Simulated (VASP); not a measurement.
# Al2O3 (Pnnm) in VASP: notebook

Al2O3 is run at these levels: r2SCAN; tasks: single point.

All numbers are computed with VASP 6.6.1; they aren't measurements. Logs are shortened: lines on timing, memory, paths and dates and some standing lists are left out, and cuts for length are marked.

### 1 The cell of the first run

Symmetry: Pnnm, No. 58, orthorhombic system. Conventional cell: a = 4.675 Å, b = 9.513 Å, c = 2.995 Å, α = 90.00°, β = 90.00°, γ = 90.00°. Within 2.2 Å of Al (site symmetry m) lie 4 O at 1.66 to 1.81 Å. O (site symmetry m) has 3 Al at 1.80 to 1.81 Å within 2.4 Å. Within 2.2 Å of O (site symmetry 2/m) lie 2 Al at 1.66 Å.

### 2 Single point, r2SCAN (strain +0.0100 x Voigt [1, -1, 0, 0, 0, 0])

Contents of POSCAR:

```
Al2O3
1.0
    4.6752443716      0.0000000000      0.0000000000
    0.0000000000      9.5127118645      0.0000000000
    0.0000000000      0.0000000000      2.9954281823
Al O
4 6
Direct
    0.4149577251      0.3307998761      0.5000000000
    0.5850422749      0.6692001239      0.5000000000
    0.9149577251      0.1692001239      0.0000000000
    0.0850422749      0.8307998761      0.0000000000
    0.7326465181      0.2226010545      0.5000000000
    0.0000000000      0.0000000000      0.0000000000
    0.7673534819      0.7226010545      0.0000000000
    0.2326465181      0.2773989455      0.0000000000
    0.2673534819      0.7773989455      0.5000000000
    0.5000000000      0.5000000000      0.5000000000
```

Contents of INCAR.step1:

```
SYSTEM = Al2O3
ALGO = Normal
EDIFF = 1E-4
ENCUT = 520
GGA = PE
ISMEAR = 0
LASPH = .TRUE.
LCHARG = .FALSE.
LREAL = .FALSE.
LWAVE = .TRUE.
NBANDS = 35
NELM = 60
PREC = Accurate
SIGMA = 0.05
```

Contents of INCAR.step2:

```
SYSTEM = Al2O3
ALGO = Normal
EDIFF = 1E-6
ENCUT = 520
ISIF = 2
ISMEAR = 0
ISTART = 1
LASPH = .TRUE.
LCHARG = .FALSE.
LMIXTAU = .TRUE.
LREAL = .FALSE.
LWAVE = .FALSE.
METAGGA = R2SCAN
NBANDS = 35
NELM = 60
PREC = Accurate
SIGMA = 0.05
```

Contents of KPOINTS:

```
k-points
0
G
  6 4 8
  0 0 0
```

Potentials or basis: VASP PAW PBE potentials, release 64 (Al, O).

Run with:

```console
$ cat potpaw_PBE.64/Al/POTCAR potpaw_PBE.64/O/POTCAR > POTCAR
$ cp INCAR.step1 INCAR
$ mpirun -np 1 vasp_std > vasp.out
$ cp INCAR.step2 INCAR
$ mpirun -np 1 vasp_std > vasp.out
```

OUTCAR:

```text
SYSTEM = Al2O3
   EDIFF = 1E-6
   ENCUT = 520
   ISIF = 2
   ISMEAR = 0
   ISTART = 1
   LASPH = .TRUE.
   LREAL = .FALSE.
   METAGGA = R2SCAN
   NELM = 60
   PREC = Accurate

 ion  position               nearest neighbor table
   1  0.415  0.331  0.500-  10 1.66   8 1.80   8 1.80   5 1.81   3 3.17   3 3.17   3 3.17   3 3.17
                             2 3.32
   2  0.585  0.669  0.500-  10 1.66   7 1.80   7 1.80   9 1.81   4 3.17   4 3.17   4 3.17   4 3.17
                             1 3.32
   3  0.915  0.169  0.000-   6 1.66   5 1.80   5 1.80   8 1.81   1 3.17   1 3.17   1 3.17   1 3.17
                             4 3.32
   4  0.085  0.831  0.000-   6 1.66   9 1.80   9 1.80   7 1.81   2 3.17   2 3.17   2 3.17   2 3.17
                             3 3.32
   5  0.733  0.223  0.500-   3 1.80   3 1.80   1 1.81
   6  0.000  0.000  0.000-   3 1.66   4 1.66
   7  0.767  0.723  0.000-   2 1.80   2 1.80   4 1.81
   8  0.233  0.277  0.000-   1 1.80   1 1.80   3 1.81
   9  0.267  0.777  0.500-   4 1.80   4 1.80   2 1.81
  10  0.500  0.500  0.500-   1 1.66   2 1.66

  LATTYP: Found a simple orthorhombic cell.
 ALAT       =     2.9954281823
 B/A-ratio  =     1.5607933447
 C/A-ratio  =     3.1757435951

  Lattice vectors:

 A1 = (   0.0000000000,   0.0000000000,   2.9954281823)
 A2 = (   4.6752443716,   0.0000000000,   0.0000000000)
 A3 = (   0.0000000000,   9.5127118645,   0.0000000000)

Analysis of symmetry for initial positions (statically):
=====================================================================
 Subroutine PRICEL returns:
 Original cell was already a primitive cell.

 Routine SETGRP: Setting up the symmetry group for a
 simple orthorhombic supercell.

 Subroutine GETGRP returns: Found  8 space group operations
 (whereof  4 operations were pure point group operations)
 out of a pool of  8 trial point group operations.

The static configuration has the point symmetry C_2h.
 The point group associated with its full space group is D_2h.

Analysis of symmetry for dynamics (positions and initial velocities):
=====================================================================
 Subroutine PRICEL returns:
 Original cell was already a primitive cell.

 Routine SETGRP: Setting up the symmetry group for a
 simple orthorhombic supercell.

 Subroutine GETGRP returns: Found  8 space group operations
 (whereof  4 operations were pure point group operations)
 out of a pool of  8 trial point group operations.

The dynamic configuration has the point symmetry C_2h.
 The point group associated with its full space group is D_2h.

 Subroutine INISYM returns: Found  8 space group operations
 (whereof  4 operations are pure point group operations),
 and found     1 'primitive' translations

----------------------------------------------------------------------------------------

                                     Primitive cell

  volume of cell :     133.2194

  direct lattice vectors                    reciprocal lattice vectors
     4.675244372  0.000000000  0.000000000     0.213892563  0.000000000  0.000000000
     0.000000000  9.512711864  0.000000000     0.000000000  0.105122494  0.000000000
     0.000000000  0.000000000  2.995428182     0.000000000  0.000000000  0.333842088

  length of vectors
     4.675244372  9.512711864  2.995428182     0.213892563  0.105122494  0.333842088

  position of ions in fractional coordinates (direct lattice)
     0.414957725  0.330799876  0.500000000
     0.585042275  0.669200124  0.500000000
     0.914957725  0.169200124  0.000000000
     0.085042275  0.830799876  0.000000000
     0.732646518  0.222601054  0.500000000
     0.000000000  0.000000000  0.000000000
     0.767353482  0.722601054  0.000000000
     0.232646518  0.277398946  0.000000000
     0.267353482  0.777398946  0.500000000
     0.500000000  0.500000000  0.500000000

  ion indices of the primitive-cell ions
   primitive index   ion index
                 1           1
                 2           2
                 3           3
                 4           4
                 5           5
                 6           6
                 7           7
                 8           8
                 9           9
                10          10

----------------------------------------------------------------------------------------

 KPOINTS: k-points

Automatic generation of k-mesh.
 Grid dimensions read from file:
 generate k-points for:    6    4    8

 Generating k-lattice:

  Cartesian coordinates                     Fractional coordinates (reciprocal lattice)
     0.035648760  0.000000000  0.000000000     0.166666667  0.000000000  0.000000000
     0.000000000  0.026280624  0.000000000     0.000000000  0.250000000  0.000000000
     0.000000000  0.000000000  0.041730261     0.000000000  0.000000000  0.125000000

  Length of vectors
     0.035648760  0.026280624  0.041730261

  Shift w.r.t. Gamma in fractional coordinates (k-lattice)
     0.000000000  0.000000000  0.000000000

 Subroutine IBZKPT returns following result:
 ===========================================

 Found     60 irreducible k-points:

 Following reciprocal coordinates:
            Coordinates               Weight
  0.000000  0.000000  0.000000      1.000000
  0.166667  0.000000  0.000000      2.000000
  0.333333  0.000000  0.000000      2.000000
  0.500000  0.000000  0.000000      1.000000
  0.000000  0.250000  0.000000      2.000000
  0.166667  0.250000  0.000000      4.000000
[... 16 lines left out ...]
  0.333333  0.500000  0.125000      4.000000
  0.500000  0.500000  0.125000      2.000000
 [... further k-points ...]
   k-points           NKPTS =     60   k-points in BZ     NKDIM =     60   number of bands    NBANDS=     35
   number of dos      NEDOS =    301   number of ions     NIONS =     10
   total plane-waves  NPLWV =  62208
   dimension x,y,z NGX =    36 NGY =   72 NGZ =   24
   dimension x,y,z NGXF=    72 NGYF=  144 NGZF=   48
   ions per type =               4   6
   NGX,Y,Z   is equivalent  to a cutoff of  12.80, 12.58, 13.32 a.u.
   NGXF,Y,Z  is equivalent  to a cutoff of  25.60, 25.17, 26.64 a.u.
 SYSTEM =  Al2O3
   PREC   = accura    normal or accurate (medium, high low for compatibility)
   ISTART =      1    job   : 0-new  1-cont  2-samecut
   ICHARG =      0    charge: 1-file 2-atom 10-const
   ISPIN  =      1    spin polarized calculation?
   LNONCOLLINEAR =      F non collinear calculations
   LSORBIT =      F    spin-orbit coupling
   LASPH  =      T    aspherical Exc in radial PAW
   ENCUT  =  520.0 eV  38.22 Ry    6.18 a.u.   8.69 17.69  5.57*2*pi/ulx,y,z
   NELM   =     60;   NELMIN=  2; NELMDL=  0     # of ELM steps
   EDIFF  = 0.1E-05   stopping-criterion for ELM
   LREAL  =      F    real-space projection
   EDIFFG = 0.1E-04   stopping-criterion for IOM
   NSW    =      0    number of steps for IOM
   IBRION =     -1    ionic relax: 0-MD 1-quasi-New 2-CG
   NFREE  =      0    steps in history (QN), initial steepest desc. (CG)
   ISIF   =      2    stress and relaxation
   ISYM   =      2    0-nonsym 1-usesym 2-fastsym
   POTIM  = 0.5000    time-step for ionic-motion
   TEBEG  =    0.0;   TEEND  =   0.0 temperature during run
   PSTRESS=    0.0 pullay stress
   NELECT =      48.0000    total number of electrons
   NUPDOWN=      -1.0000    fix difference up-down
   EMIN   =  10.00;   EMAX   =-10.00  energy-range for DOS
   EFERMI =   0.00;   METHOD = LEGACY
   ISMEAR =     0;   SIGMA  =   0.05  broadening in eV -4-tet -1-fermi 0-gaus
   EFERMI_NEDOS =   21; number of points for ismear=-14 and -15
   IALGO  =     38    algorithm
   IMIX   =      4    mixing-type and parameters
     AMIX     =   0.40;   BMIX     =  1.00
     AMIX_MAG =   1.60;   BMIX_MAG =  1.00
  volume/ion in A,a.u.               =      13.32        89.90
  Fermi-wavevector in a.u.,A,eV,Ry     =   1.164929  2.201396 18.463910  1.357059
  Thomas-Fermi vector in A             =   2.301461
   LORBIT       =      0    0 simple, 1 ext, 2 COOP (PROOUT), +10 PAW based schemes
   METAGGA = R2SCAN    functional components
   LHFCALC =     F    Hartree Fock is set to
   AEXX    =    0.0000 exact exchange contribution
   IVDW    =     0    specifies the selected vdW correction
   LEPSILON=     F    determine dielectric tensor
   LRPA    =     F    only Hartree local field effects (RPA)
 non-spin polarized calculation
 Gauss-broadening in eV      SIGMA  =   0.05
  energy-cutoff  :      520.00
  volume of cell :      133.22
 maximum number of plane-waves:      3621
 NGX is ok and might be reduce to    36
   NGX = 17   NGY = 35   NGZ = 11

 number of electron      47.9999984 magnetization

 Free energy of the ion-electron system (eV)
  ---------------------------------------------------
  ext. energy  EPLUGINS =         0.00000000
  ---------------------------------------------------
  free energy    TOTEN  =       -94.87930757 eV

  energy without entropy =      -94.87930757  energy(sigma->0) =      -94.87930757

 E-fermi :   1.9887     XC(G=0):  -9.3732

 val. band max:        1.7531494560   @ k =   0.0000   0.0000   0.0000
 cond. band min:       5.9707653456   @ k =   0.0000   0.0000   0.0000
 fundamental gap:      4.2176158896
 Fermi energy:         1.9886664597

 k-point     1 :       0.0000    0.0000    0.0000
  band No.  band energies     occupation
      1     -18.3147      2.00000
      2     -18.2293      2.00000
      3     -17.1394      2.00000
      4     -17.1211      2.00000
      5     -15.7932      2.00000
      6     -15.6542      2.00000
[... 27 lines left out ...]
     34      13.6628      0.00000
     35      14.9387      0.00000

 k-point     2 :       0.1667    0.0000    0.0000
  band No.  band energies     occupation
      1     -18.2468      2.00000
      2     -18.1632      2.00000
      3     -17.2335      2.00000
      4     -17.2050      2.00000
      5     -15.7771      2.00000
      6     -15.6593      2.00000
[... 828 lines left out ...]
 k-point    24 :       0.5000    0.5000    0.1250
  band No.  band energies     occupation
      1     -17.7096      2.00000
      2     -17.7096      2.00000
      3     -17.6536      2.00000
      4     -17.6536      2.00000
      5     -15.6704      2.00000
      6     -15.6704      2.00000
[... 27 lines left out ...]
     34      13.6443      0.00000
     35      13.8391      0.00000

 [... further k-points ...]

------------------------ aborting loop because EDIFF is reached ----------------------------------------

  FORCE on cell =-STRESS in cart. coord.  units (eV):
  Direction    XX          YY          ZZ          XY          YZ          ZX
  --------------------------------------------------------------------------------------
  -------------------------------------------------------------------------------------
  Total       -1.0213202      3.4467755     -0.7632736      0.0000000      0.0000000      0.0000000
  in kB      -12.2830132     41.4530037     -9.1795892      0.0000000      0.0000000      0.0000000
  external PRESSURE =       6.6634671 kB  Pullay stress =       0.0000000 kB

 VOLUME and BASIS-vectors are now :
 -----------------------------------------------------------------------------
  energy-cutoff  :      520.00
  volume of cell :      133.22
      direct lattice vectors                 reciprocal lattice vectors
     4.675244372  0.000000000  0.000000000     0.213892563  0.000000000  0.000000000
     0.000000000  9.512711864  0.000000000     0.000000000  0.105122494  0.000000000
     0.000000000  0.000000000  2.995428182     0.000000000  0.000000000  0.333842088

 POSITION                                       TOTAL-FORCE (eV/Angst)
 -----------------------------------------------------------------------------------
      1.94003      3.14680      1.49771        -0.085504     -0.571251      0.000000
      2.73522      6.36591      1.49771         0.085504      0.571251     -0.000000
      4.27765      1.60955      0.00000        -0.085504      0.571251      0.000000
      0.39759      7.90316      0.00000         0.085504     -0.571251     -0.000000
      3.42530      2.11754      1.49771        -0.029224      0.029803      0.000000
      0.00000      0.00000      0.00000        -0.000000      0.000000      0.000000
      3.58757      6.87390      0.00000         0.029224      0.029803     -0.000000
      1.08768      2.63882      0.00000        -0.029224     -0.029803      0.000000
      1.24994      7.39517      1.49771         0.029224     -0.029803     -0.000000
      2.33762      4.75636      1.49771        -0.000000      0.000000      0.000000
 -----------------------------------------------------------------------------------
    total drift:                                0.000000      0.000000      0.000000

  FREE ENERGIE OF THE ION-ELECTRON SYSTEM (eV)
  ---------------------------------------------------
  free  energy   TOTEN  =       -94.8793075671 eV

  energy  without entropy=      -94.8793075671  energy(sigma->0) =      -94.87930757
```

Run time: 5.9 min. Hardware: 1 thread of Intel Xeon 6975P-C (Granite Rapids), shared host; peak memory 0.37 GiB.

What came out:

```yaml
Free_energy: -94.8793 eV
Pressure: 0.7 GPa
Largest_force: 0.578 eV/Å
Band_gap_on_the_k_mesh: 4.22 eV
```

Forces in eV/Å, atoms in the order of the input:
```
Al  -0.086 -0.571  0.000
Al   0.086  0.571  0.000
Al  -0.086  0.571  0.000
Al   0.086 -0.571  0.000
O   -0.029  0.030  0.000
O    0.000  0.000  0.000
O    0.029  0.030  0.000
O   -0.029 -0.030  0.000
O    0.029 -0.030  0.000
O    0.000  0.000  0.000
```

Stress tensor (GPa, compression positive):
```
-1.23  0.00  0.00
 0.00  4.15  0.00
 0.00  0.00 -0.92
```

Caveat: the cell differs from its parent crystal (strain +0.0100 x Voigt [1, -1, 0, 0, 0, 0]); the PAW data sets were made with another functional, which shifts forces and pressure a little.

### 3 Single point, r2SCAN (strain +0.0200 x Voigt [1, -1, 0, 0, 0, 0])

POSCAR, as its differences from that of step 2:

```diff
@@ -2,4 +2,4 @@
 1.0
-    4.6752443716      0.0000000000      0.0000000000
-    0.0000000000      9.5127118645      0.0000000000
+    4.7215339199      0.0000000000      0.0000000000
+    0.0000000000      9.4166238658      0.0000000000
     0.0000000000      0.0000000000      2.9954281823
```

Contents of INCAR.step1:

```
  PREC = Accurate
  ENCUT = 520
  ISMEAR = 0
  SIGMA = 0.05
  LREAL = F
  LASPH = T
  NELM = 60
  NBANDS = 35
  GGA = PE
  ALGO = Normal
  EDIFF = 1E-4
  LWAVE = T
  LCHARG = F
```

Contents of INCAR.step2:

```
  PREC = Accurate
  ENCUT = 520
  EDIFF = 1E-6
  ISMEAR = 0
  SIGMA = 0.05
  LREAL = F
  LASPH = T
  NELM = 60
  ALGO = Normal
  ISIF = 2
  LWAVE = F
  LCHARG = T
  METAGGA = R2SCAN
  LMIXTAU = T
  LELF = T
  LVHAR = T
  NBANDS = 35
  ISTART = 1
```

Contents of KPOINTS:

```
regular mesh
0
Gamma
  6 4 8
```

Potentials or basis: VASP PAW PBE potentials, release 64 (Al, O).

Run with:

```console
$ cat potpaw_PBE.64/Al/POTCAR potpaw_PBE.64/O/POTCAR > POTCAR
$ cp INCAR.step1 INCAR
$ mpirun -np 1 vasp_std > vasp.out
$ cp INCAR.step2 INCAR
$ mpirun -np 1 vasp_std > vasp.out
```

Run time: 6 min. Hardware: 1 thread of Intel Xeon 6975P-C (Granite Rapids), shared host; peak memory 0.37 GiB.

The run converged. Its results:

- Free energy: -94.8132 eV
- Pressure: 1.5 GPa
- Largest force: 1.130 eV/Å
- Band gap on the k mesh: 4.31 eV

Forces in eV/Å, atoms in the order of the input:
```
Al  -0.178 -1.116  0.000
Al   0.178  1.116  0.000
Al  -0.178  1.116  0.000
Al   0.178 -1.116  0.000
O   -0.051  0.049  0.000
O    0.000  0.000  0.000
O    0.051  0.049  0.000
O   -0.051 -0.049  0.000
O    0.051 -0.049  0.000
O    0.000  0.000  0.000
```

Stress tensor (GPa, compression positive):
```
-2.21  0.00  0.00
 0.00  8.25  0.00
 0.00  0.00 -1.60
```

Levels at points of the mesh, in eV from the valence-band top:
```tsv
k point	band 21	band 22	band 23	band 24	band 25	band 26	band 27	band 28
(0.00, 0.00, 0.00)	-1.32	-0.44	-0.07	0.00	4.31	6.17	7.17	7.46
(0.50, 0.00, 0.00)	-0.96	-0.96	-0.03	-0.03	6.80	6.80	7.69	7.69
(0.00, 0.50, 0.00)	-0.80	-0.80	-0.03	-0.03	5.02	5.02	7.70	7.70
(0.50, 0.50, 0.00)	-0.86	-0.86	-0.03	-0.03	6.93	6.93	7.20	7.20
(0.00, 0.00, 0.50)	-1.42	-1.42	-0.70	-0.70	7.99	7.99	8.48	8.48
(0.50, 0.00, 0.50)	-1.57	-1.57	-0.68	-0.68	7.98	7.98	9.20	9.20
(0.00, 0.50, 0.50)	-1.60	-1.60	-0.58	-0.58	7.82	7.82	8.84	8.84
(0.50, 0.50, 0.50)	-1.50	-1.50	-0.77	-0.77	8.13	8.13	9.07	9.07
```

Caveat: the cell differs from its parent crystal (strain +0.0200 x Voigt [1, -1, 0, 0, 0, 0]); the PAW data sets were made with another functional, which shifts forces and pressure a little.

(Continued in part 2 of 2.)
